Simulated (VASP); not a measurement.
# Re (P6_3/mmc) in VASP: notebook

Re is run at these levels: r2SCAN; tasks: relaxation of cell and atoms.

Program: VASP 6.6.1. These are calculated values, not measurements. Logs are shortened: lines on timing, memory, paths and dates and some standing lists are left out, and cuts for length are marked.

## (1) The cell of the first run

Symmetry: P6_3/mmc, No. 194, hexagonal system. Conventional cell: a = 2.750 Å, b = 2.750 Å, c = 4.491 Å, α = 90.00°, β = 90.00°, γ = 120.00°. Within 3.6 Å of Re (site symmetry -6m2) lie 12 Re at 2.75 Å.

## (2) Relaxation of cell and atoms, r2SCAN

Contents of POSCAR:

```
Re
1.0
    2.7500000000      0.0000000000      0.0000000000
   -1.3750000000      2.3815698604      0.0000000000
    0.0000000000      0.0000000000      4.4907500000
Re
2
Direct
    0.3333333333      0.6666666667      0.2500000000
    0.6666666667      0.3333333333      0.7500000000
```

Contents of INCAR.step1:

```
ALGO     = Normal         # electronic algorithm
EDIFF    = 1E-4           # SCF threshold, eV
ENCUT    = 600            # plane-wave cutoff, eV
GGA      = PE             # functional
ISMEAR   = -1             # smearing method
LASPH    = True           # aspherical terms in the spheres
LCHARG   = False          # write CHGCAR
LREAL    = False          # projectors in reciprocal space
LWAVE    = True           # write WAVECAR
NELM     = 100            # most SCF steps
PREC     = Accurate       # precision mode
SIGMA    = 0.1            # smearing width, eV
```

Contents of INCAR.step2:

```
ALGO     = Normal         # electronic algorithm
EDIFF    = 1E-6           # SCF threshold, eV
EDIFFG   = -0.03          # ionic threshold
ENCUT    = 600            # plane-wave cutoff, eV
IBRION   = 2              # ionic algorithm
ISIF     = 3              # what is computed and relaxed
ISMEAR   = -1             # smearing method
ISTART   = 1            
LASPH    = True           # aspherical terms in the spheres
LCHARG   = False          # write CHGCAR
LMIXTAU  = True         
LREAL    = False          # projectors in reciprocal space
LWAVE    = False          # write WAVECAR
METAGGA  = R2SCAN         # meta-GGA
NELM     = 100            # most SCF steps
NSW      = 60             # ionic steps
PREC     = Accurate       # precision mode
SIGMA    = 0.1            # smearing width, eV
```

Contents of KPOINTS:

```
k-points
0
Gamma
  11 11 6
```

Potentials or basis: VASP PAW PBE potentials, release 64 (Re).

Started as:

```
> cat potpaw_PBE.64/Re/POTCAR > POTCAR
> cp INCAR.step1 INCAR
> mpirun -np 1 vasp_std > vasp.out
> cp INCAR.step2 INCAR
> mpirun -np 1 vasp_std > vasp.out
```

OUTCAR:

```text
EDIFF = 1E-6
   EDIFFG = -0.03
   ENCUT = 600
   IBRION = 2
   ISIF = 3
   ISMEAR = -1
   ISTART = 1
   LASPH = True
   LREAL = False
   METAGGA = R2SCAN
   NELM = 100
   NSW = 60
   PREC = Accurate

 ion  position               nearest neighbor table
   1  0.333  0.667  0.250-   2 2.75   2 2.75   2 2.75   2 2.75   2 2.75   2 2.75
   2  0.667  0.333  0.750-   1 2.75   1 2.75   1 2.75   1 2.75   1 2.75   1 2.75

  LATTYP: Found a hexagonal cell.
 ALAT       =     2.7500000000
 C/A-ratio  =     1.6330000000

  Lattice vectors:

 A1 = (   2.7500000000,   0.0000000000,   0.0000000000)
 A2 = (  -1.3750000000,   2.3815698604,   0.0000000000)
 A3 = (   0.0000000000,   0.0000000000,   4.4907500000)

Analysis of symmetry for initial positions (statically):
=====================================================================
 Subroutine PRICEL returns:
 Original cell was already a primitive cell.

 Routine SETGRP: Setting up the symmetry group for a
 hexagonal supercell.

 Subroutine GETGRP returns: Found 24 space group operations
 (whereof 12 operations were pure point group operations)
 out of a pool of 24 trial point group operations.

The static configuration has the point symmetry D_3d.
 The point group associated with its full space group is D_6h.

Analysis of symmetry for dynamics (positions and initial velocities):
=====================================================================
 Subroutine PRICEL returns:
 Original cell was already a primitive cell.

 Routine SETGRP: Setting up the symmetry group for a
 hexagonal supercell.

 Subroutine GETGRP returns: Found 24 space group operations
 (whereof 12 operations were pure point group operations)
 out of a pool of 24 trial point group operations.

The dynamic configuration has the point symmetry D_3d.
 The point group associated with its full space group is D_6h.

 Subroutine INISYM returns: Found 24 space group operations
 (whereof 12 operations are pure point group operations),
 and found     1 'primitive' translations

----------------------------------------------------------------------------------------

                                     Primitive cell

  volume of cell :      29.4113

  direct lattice vectors                    reciprocal lattice vectors
     2.750000000  0.000000000  0.000000000     0.363636364  0.209945552  0.000000000
    -1.375000000  2.381569860  0.000000000     0.000000000  0.419891105  0.000000000
     0.000000000  0.000000000  4.490750000     0.000000000  0.000000000  0.222679953

  length of vectors
     2.750000000  2.750000000  4.490750000     0.419891105  0.419891105  0.222679953

  position of ions in fractional coordinates (direct lattice)
     0.333333333  0.666666667  0.250000000
     0.666666667  0.333333333  0.750000000

  ion indices of the primitive-cell ions
   primitive index   ion index
                 1           1
                 2           2

----------------------------------------------------------------------------------------

 KPOINTS: k-points

Automatic generation of k-mesh.
 Grid dimensions read from file:
 generate k-points for:   11   11    6

 Generating k-lattice:

  Cartesian coordinates                     Fractional coordinates (reciprocal lattice)
     0.033057851  0.019085959  0.000000000     0.090909091  0.000000000  0.000000000
     0.000000000  0.038171919  0.000000000     0.000000000  0.090909091  0.000000000
     0.000000000  0.000000000  0.037113326     0.000000000  0.000000000  0.166666667

  Length of vectors
     0.038171919  0.038171919  0.037113326

  Shift w.r.t. Gamma in fractional coordinates (k-lattice)
     0.000000000  0.000000000  0.000000000

 Subroutine IBZKPT returns following result:
 ===========================================

 Found     64 irreducible k-points:

 Following reciprocal coordinates:
            Coordinates               Weight
  0.000000  0.000000  0.000000      1.000000
  0.090909  0.000000  0.000000      6.000000
  0.181818  0.000000  0.000000      6.000000
  0.272727  0.000000  0.000000      6.000000
[... 39 lines left out ...]
     AMIX_MAG =   1.60;   BMIX_MAG =  1.00
  volume/ion in A,a.u.               =      14.71        99.24
  Fermi-wavevector in a.u.,A,eV,Ry     =   1.278240  2.415524 22.230539  1.633899
  Thomas-Fermi vector in A             =   2.410794
   LORBIT       =      0    0 simple, 1 ext, 2 COOP (PROOUT), +10 PAW based schemes
   METAGGA = R2SCAN    functional components
   LHFCALC =     F    Hartree Fock is set to
   AEXX    =    0.0000 exact exchange contribution
   IVDW    =     0    specifies the selected vdW correction
   LEPSILON=     F    determine dielectric tensor
   LRPA    =     F    only Hartree local field effects (RPA)
 conjugate gradient relaxation of ions
 non-spin polarized calculation
  energy-cutoff  :      600.00
  volume of cell :       29.41
 maximum number of plane-waves:      1008
 NGX is ok and might be reduce to    24
   NGX = 11   NGY = 11   NGZ = 17

--------------------------------------- Ionic step        1  -------------------------------------------

 number of electron      14.0000000 magnetization

 Free energy of the ion-electron system (eV)
  ---------------------------------------------------
  ext. energy  EPLUGINS =         0.00000000
  ---------------------------------------------------
  free energy    TOTEN  =      -104.92313120 eV

  energy without entropy =     -104.87051480  energy(sigma->0) =     -104.89682300

------------------------ aborting loop because EDIFF is reached ----------------------------------------

  FORCE on cell =-STRESS in cart. coord.  units (eV):
  Direction    XX          YY          ZZ          XY          YZ          ZX
  --------------------------------------------------------------------------------------
  -------------------------------------------------------------------------------------
  Total        0.2807878      0.2807878     -0.4533620      0.0000000      0.0000000     -0.0000000
  in kB       15.2958601     15.2958601    -24.6968070      0.0000000      0.0000000     -0.0000000
  external PRESSURE =       1.9649711 kB  Pullay stress =       0.0000000 kB
[... 129 lines left out ...]
  energy  without entropy=     -104.8713398385  energy(sigma->0) =     -104.89818901

--------------------------------------- Ionic step        5  -------------------------------------------

 number of electron      14.0000000 magnetization

 Free energy of the ion-electron system (eV)
  ---------------------------------------------------
  ext. energy  EPLUGINS =         0.00000000
  ---------------------------------------------------
  free energy    TOTEN  =      -104.92538083 eV

  energy without entropy =     -104.87154121  energy(sigma->0) =     -104.89846102

 E-fermi :   7.6927     XC(G=0): -14.9922

 val. band max:        7.6775937158   @ k =   0.2727   0.0000   0.5000
 cond. band min:       7.6983547017   @ k =   0.1818   0.0000   0.1667
 fundamental gap:      0.0207609859
 Fermi energy:         7.6926542212

 k-point     1 :       0.0000    0.0000    0.0000
  band No.  band energies     occupation
      1      -2.6593      2.00000
      2       0.7514      2.00000
      3       6.0204      2.00000
      4       6.0657      2.00000
      5       6.0657      2.00000
      6       6.9242      1.99908
      7       6.9242      1.99908
      8       7.9241      0.17987
      9       7.9241      0.17987
     10       8.2123      0.01101
     11      11.2085      0.00000
[... 309 lines left out ...]
 k-point    24 :       0.1818    0.0909    0.1667
  band No.  band energies     occupation
      1      -0.2266      2.00000
      2       2.5330      2.00000
      3       3.9469      2.00000
      4       4.3219      2.00000
      5       5.6616      2.00000
      6       6.3768      2.00000
      7       7.0262      1.99745
      8       8.0075      0.08227
      9       8.7558      0.00005
     10       9.1518      0.00000
     11      11.6029      0.00000

 [... further k-points ...]

------------------------ aborting loop because EDIFF is reached ----------------------------------------

  FORCE on cell =-STRESS in cart. coord.  units (eV):
  Direction    XX          YY          ZZ          XY          YZ          ZX
  --------------------------------------------------------------------------------------
  -------------------------------------------------------------------------------------
  Total        0.0084459      0.0084459      0.0144260      0.0000000      0.0000000      0.0000000
  in kB        0.4599125      0.4599125      0.7855546      0.0000000      0.0000000      0.0000000
  external PRESSURE =       0.5684599 kB  Pullay stress =       0.0000000 kB
[... 17 lines left out ...]
  FREE ENERGIE OF THE ION-ELECTRON SYSTEM (eV)
  ---------------------------------------------------
  free  energy   TOTEN  =      -104.9253808282 eV

  energy  without entropy=     -104.8715412115  energy(sigma->0) =     -104.89846102

 reached required accuracy - stopping structural energy minimisation
```

Run time: 2.5 min. Hardware: 1 thread of Intel Xeon 6975P-C (Granite Rapids), shared host; peak memory 0.18 GiB.

Results:

```
Free energy                            : -104.9254 eV
Relaxed volume                         : 14.71 Å³/atom
Relaxed cell                           : a = 2.759 Å, b = 2.759 Å, c = 4.464 Å, α = 90.00°, β = 90.00°, γ = 120.00°
Space group after relaxing (to 0.05 Å) : P6_3/mmc (No. 194)
Energy gained by relaxing              : 1.1 meV/atom
Ionic steps                            : 5
Pressure after relaxing                : 0.1 GPa
Band gap on the k mesh                 : zero (band 7 reaches 9.02 eV, above the bottom of band 8 at 5.93 eV)
```

Step by step:
| step | energy change (eV) | largest force (eV/Å) | pressure (GPa) | volume (Å³) |
| --- | --- | --- | --- | --- |
| 1 | 0.0000 | 0.0000 | 0.20 | 29.41 |
| 2 | -0.0002 | 0.0000 | -0.77 | 29.49 |
| 3 | -0.0022 | 0.0000 | -0.34 | 29.45 |
| 4 | -0.0019 | 0.0000 | 1.22 | 29.33 |
| 5 | -0.0022 | 0.0000 | 0.06 | 29.42 |

Final structure:
```xyz
2
Lattice="2.7588 0.0000 0.0000 -1.3794 2.3892 0.0000 0.0000 0.0000 4.4638" Properties=species:S:1:pos:R:3 pbc="T T T"
Re    0.0000    1.5928    1.1159
Re    1.3794    0.7964    3.3478
```

Caveat: the PAW data sets were made with another functional, which shifts forces and pressure a little; spin-orbit coupling is left out, which moves the levels of the heavy elements.

(Part 1 of 2 ends here.)
